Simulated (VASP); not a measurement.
# HgTe (rocksalt type) (Fm-3m) in VASP: notebook, part 2 of 2

VASP 6.6.1. The steps go on from the part before.

## (3) Single point, LDA (volume scaled by 0.72)

Input file INCAR:

```
SYSTEM = HgTe
ALGO = Normal
EDIFF = 1E-6
ENCUT = 520
GGA = CA
ISIF = 2
ISMEAR = -1
LASPH = .True.
LCHARG = .True.
LELF = .True.
LREAL = .False.
LVHAR = .True.
LWAVE = .False.
NBANDS = 16
NELM = 80
PREC = Accurate
SIGMA = 0.05
```

Input file KPOINTS:

```
k-points
0
Gamma
  12 12 12
  0 0 0
```

Input file POSCAR:

```
HgTe
1.0
    0.0000000000      2.6640890011      2.6640890011
    2.6640890011      0.0000000000      2.6640890011
    2.6640890011      2.6640890011      0.0000000000
Hg Te
1 1
Direct
    0.0000000000      0.0000000000      0.0000000000
    0.5000000000      0.5000000000      0.5000000000
```

Potentials or basis: VASP PAW LDA potentials, release 64 (Hg, Te).

Launch:

```console
cat potpaw_LDA.64/Hg/POTCAR potpaw_LDA.64/Te/POTCAR > POTCAR
mpirun -np 1 vasp_std > vasp.out
```

OUTCAR:

```text
SYSTEM = HgTe
   EDIFF = 1E-6
   ENCUT = 520
   GGA = CA
   ISIF = 2
   ISMEAR = -1
   LASPH = .True.
   LREAL = .False.
   NELM = 80
   PREC = Accurate

 ion  position               nearest neighbor table
   1  0.000  0.000  0.000-   2 2.66   2 2.66   2 2.66   2 2.66   2 2.66   2 2.66
   2  0.500  0.500  0.500-   1 2.66   1 2.66   1 2.66   1 2.66   1 2.66   1 2.66

  LATTYP: Found a face centered cubic cell.
 ALAT       =     5.3281780022

  Lattice vectors:

 A1 = (   0.0000000000,   2.6640890011,   2.6640890011)
 A2 = (   2.6640890011,   0.0000000000,   2.6640890011)
 A3 = (   2.6640890011,   2.6640890011,   0.0000000000)

Analysis of symmetry for initial positions (statically):
=====================================================================
 Subroutine PRICEL returns:
 Original cell was already a primitive cell.

 Routine SETGRP: Setting up the symmetry group for a
 face centered cubic supercell.

 Subroutine GETGRP returns: Found 48 space group operations
 (whereof 48 operations were pure point group operations)
 out of a pool of 48 trial point group operations.

The static configuration has the point symmetry O_h .

[... 159 lines left out ...]
 E-fermi :   9.9946     XC(G=0): -12.1256

 val. band max:        9.9735916079   @ k =   0.4167   0.1667   0.0833
 cond. band min:      10.0471582563   @ k =  -0.4167   0.3333   0.0000
 fundamental gap:      0.0735666484
 Fermi energy:         9.9946396194

 k-point     1 :       0.0000    0.0000    0.0000
  band No.  band energies     occupation
      1      -5.9678      2.00000
      2       1.0523      2.00000
      3       1.0523      2.00000
      4       1.0850      2.00000
      5       1.0850      2.00000
      6       1.0850      2.00000
[... 433 lines left out ...]
      3       0.2763      2.00000
      4       0.5564      2.00000
      5       1.5537      2.00000
      6       1.6611      2.00000
[... 8 lines left out ...]
     15      20.6666      0.00000
     16      22.0448      0.00000

 [... further k-points ...]

------------------------ aborting loop because EDIFF is reached ----------------------------------------

  FORCE on cell =-STRESS in cart. coord.  units (eV):
  Direction    XX          YY          ZZ          XY          YZ          ZX
  --------------------------------------------------------------------------------------
  -------------------------------------------------------------------------------------
  Total       12.4793980     12.4793980     12.4793980     -0.0000000      0.0000000     -0.0000000
  in kB      528.7227945    528.7227945    528.7227945     -0.0000000      0.0000000     -0.0000000
  external PRESSURE =     528.7227945 kB  Pullay stress =       0.0000000 kB

 VOLUME and BASIS-vectors are now :
 -----------------------------------------------------------------------------
  energy-cutoff  :      520.00
  volume of cell :       37.82
      direct lattice vectors                 reciprocal lattice vectors
     0.000000000  2.664089001  2.664089001    -0.187681417  0.187681417  0.187681417
     2.664089001  0.000000000  2.664089001     0.187681417 -0.187681417  0.187681417
     2.664089001  2.664089001  0.000000000     0.187681417  0.187681417 -0.187681417

 POSITION                                       TOTAL-FORCE (eV/Angst)
 -----------------------------------------------------------------------------------
      0.00000      0.00000      0.00000        -0.000000      0.000000     -0.000000
      2.66409      2.66409      2.66409         0.000000      0.000000      0.000000
 -----------------------------------------------------------------------------------
    total drift:                               -0.000000      0.000000      0.000000

  FREE ENERGIE OF THE ION-ELECTRON SYSTEM (eV)
  ---------------------------------------------------
  free  energy   TOTEN  =        -3.1491737297 eV

  energy  without entropy=       -3.1410644821  energy(sigma->0) =       -3.14511911
```

Wall time 15 s (1 thread of Intel Xeon 6975P-C (Granite Rapids), shared host); peak memory 0.17 GiB.

Results:

```
Free energy            : -3.1492 eV
Pressure               : 52.9 GPa
Band gap on the k mesh : zero (band 9 reaches 10.92 eV, above the bottom of band 10 at 6.87 eV)
```

Levels at points of the mesh, in eV from the Fermi level:
```
           k point  band 6  band 7  band 8  band 9  band 10  band 11  band 12  band 13
(0.00, 0.00, 0.00)   -8.91   -1.47   -1.47   -1.47     1.50     6.48     7.96     7.96
(0.50, 0.00, 0.00)   -8.44   -7.48    0.92    0.92     1.92     3.15     3.15     5.73
(0.50, 0.50, 0.00)   -7.65   -6.66   -4.32   -4.32    -3.13     4.24    11.45    11.45
```

Caveat: spin-orbit coupling is left out, which moves the levels of the heavy elements.

## (4) Single point, LDA (volume scaled by 0.8)

Input file INCAR:

```
PREC = Accurate ; ENCUT = 520
EDIFF = 1E-7 ; ISMEAR = -1
SIGMA = 0.05 ; LREAL = F
LASPH = T ; NELM = 60
ALGO = Normal ; ISIF = 2
LWAVE = F ; LCHARG = F
GGA = CA ; NBANDS = 16
```

Input file KPOINTS:

```
Automatic mesh
0
Gamma
  12 12 12
```

Input file POSCAR:

```
HgTe
1.0
    0.0000000000      2.7593146477      2.7593146477
    2.7593146477      0.0000000000      2.7593146477
    2.7593146477      2.7593146477      0.0000000000
Hg Te
1 1
Direct
    0.0000000000      0.0000000000      0.0000000000
    0.5000000000      0.5000000000      0.5000000000
```

Launch:

```console
cat potpaw_LDA.64/Hg/POTCAR potpaw_LDA.64/Te/POTCAR > POTCAR
mpirun -np 1 vasp_std > vasp.out
```

It took 25 s on 1 thread of Intel Xeon 6975P-C (Granite Rapids), shared host; peak memory 0.18 GiB.

Results (log left out):

| Item | Value |
| --- | --- |
| Free energy | -4.1756 eV |
| Pressure | 27.5 GPa |
| Band gap on the k mesh | zero (band 9 reaches 8.95 eV, above the bottom of band 10 at 5.11 eV) |

Levels at points of the mesh, in eV from the Fermi level:
| k point | band 7 | band 8 | band 9 | band 10 | band 11 | band 12 |
| --- | --- | --- | --- | --- | --- | --- |
| (0.00, 0.00, 0.00) | -1.21 | -1.21 | -1.21 | 0.67 | 7.11 | 7.88 |
| (0.50, 0.00, 0.00) | -6.86 | 0.74 | 0.74 | 2.16 | 3.42 | 3.42 |
| (0.50, 0.50, 0.00) | -6.32 | -3.67 | -3.67 | -3.11 | 4.42 | 10.86 |

Caveat: spin-orbit coupling is left out, which moves the levels of the heavy elements.

## (5) Summary

```tsv
cell	gap on the mesh (eV)	pressure (GPa)
a = 3.444 Å, angles 60.0°, 2 atoms	none	189.7
a = 3.768 Å, angles 60.0°, 2 atoms	none	52.9
a = 3.902 Å, angles 60.0°, 2 atoms	none	27.5
```

Alike in all rows: task single point; level LDA; potentials or basis VASP PAW LDA potentials, release 64 (Hg, Te); no spin polarisation; k mesh 12 × 12 × 12; cutoff (eV) 520; smearing fermi-dirac 0.05 eV.

Caveats: spin-orbit coupling is left out, which moves the levels of the heavy elements.

Total energies depend on the potentials used, so only differences within one code and one set of settings carry meaning.
